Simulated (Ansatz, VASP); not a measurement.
**LaScF2 in VASP and in Ansatz**

The input INCAR:

```
ALGO     = Normal         # electronic algorithm
EDIFF    = 1E-7           # SCF threshold, eV
ENCUT    = 520            # plane-wave cutoff, eV
GGA      = PE             # functional
ISIF     = 2              # what is computed and relaxed
ISMEAR   = 0              # smearing method
ISPIN    = 2              # spin polarisation
LASPH    = True           # aspherical terms in the spheres
LCHARG   = True           # write CHGCAR
LELF     = True           # ELF
LMAXMIX  = 6              # l up to which the mixer works
LORBIT   = 11             # projections on sites
LREAL    = False          # projectors in reciprocal space
LVHAR    = True         
LWAVE    = False          # write WAVECAR
MAGMOM   = 0 0 1 1 0 0 0 0 # initial moments
NBANDS   = 50             # bands
NELM     = 150            # most SCF steps
PREC     = Accurate       # precision mode
SIGMA    = 0.1            # smearing width, eV
```

The input KPOINTS:

```
k-points
0
Gamma
  4 4 4
```

File POSCAR:

```
LaScF2
1.0
    0.0000000000      4.6778417097      4.6778417097
    4.6778417097      0.0000000000      4.6778417097
    4.6778417097      4.6778417097      0.0000000000
La Sc F
2 2 4
Direct
    0.2500000000      0.2500000000      0.2500000000
    0.0000000000      0.0000000000      0.0000000000
    0.5000000000      0.5000000000      0.5000000000
    0.7500000000      0.7500000000      0.7500000000
    0.6250000000      0.6250000000      0.6250000000
    0.6250000000      0.6250000000      0.1250000000
    0.6250000000      0.1250000000      0.6250000000
    0.1250000000      0.6250000000      0.6250000000
```

Input for Ansatz:

```yaml
crystal:
  lattice:
    - [0.0, 4.6778417097, 4.6778417097]
    - [4.6778417097, 0.0, 4.6778417097]
    - [4.6778417097, 4.6778417097, 0.0]
  atoms:
    - { symbol: La, position: [0.25, 0.25, 0.25] }
    - { symbol: La, position: [0.0, 0.0, 0.0] }
    - { symbol: Sc, position: [0.5, 0.5, 0.5], spin: 1.0 }
    - { symbol: Sc, position: [0.75, 0.75, 0.75], spin: 1.0 }
    - { symbol: F, position: [0.625, 0.625, 0.625] }
    - { symbol: F, position: [0.625, 0.625, 0.125] }
    - { symbol: F, position: [0.625, 0.125, 0.625] }
    - { symbol: F, position: [0.125, 0.625, 0.625] }
basis:
  ecutwfc: 420
kpoints:
  mp_grid: { grid: [4, 4, 4] }
hamiltonian:
  xc: pbe
scf:
  occupations: { method: gaussian, width: 0.1 }
  lower_state_search: "off"
output:
  forces: true
  stress: true
  eigenvalues: true
  populations: true
magnetization:
  spin_polarized: true
```

Alike in both runs: task single point; functional PBE; k mesh 4 × 4 × 4; occupations gaussian, width 0.1 eV; collinear spin.

```csv
,VASP,Ansatz
version,VASP 6.6.1,Ansatz 0.2.0
potentials or method,"VASP PAW PBE potentials, release 64 (La, Sc_sv, F), cutoff 520 eV","scalar-relativistic, plane waves, PAW"
valence electrons in the cell,72,72
```

VASP gave:

```
gap on the k mesh at the Fermi level (eV)                     : none
pressure (GPa)                                                : 0.0
net moment per atom (μB)                                      : 0.00
size of the moment on the site where the two differ most (μB) : 0.00
```

Question: Estimate Ansatz's values.

Answer: gap on the k mesh at the Fermi level (eV): none; pressure (GPa): -0.1; net moment per atom (μB): 0.24; size of the moment on the site where the two differ most (μB): 0.44.

The net moments are unlike, so the other rows may belong to different states. Site moments also hang on the region over which each program counts them. A gap of «none» marks a metal or a gap that the smearing closes.

Spin-orbit coupling is off throughout.
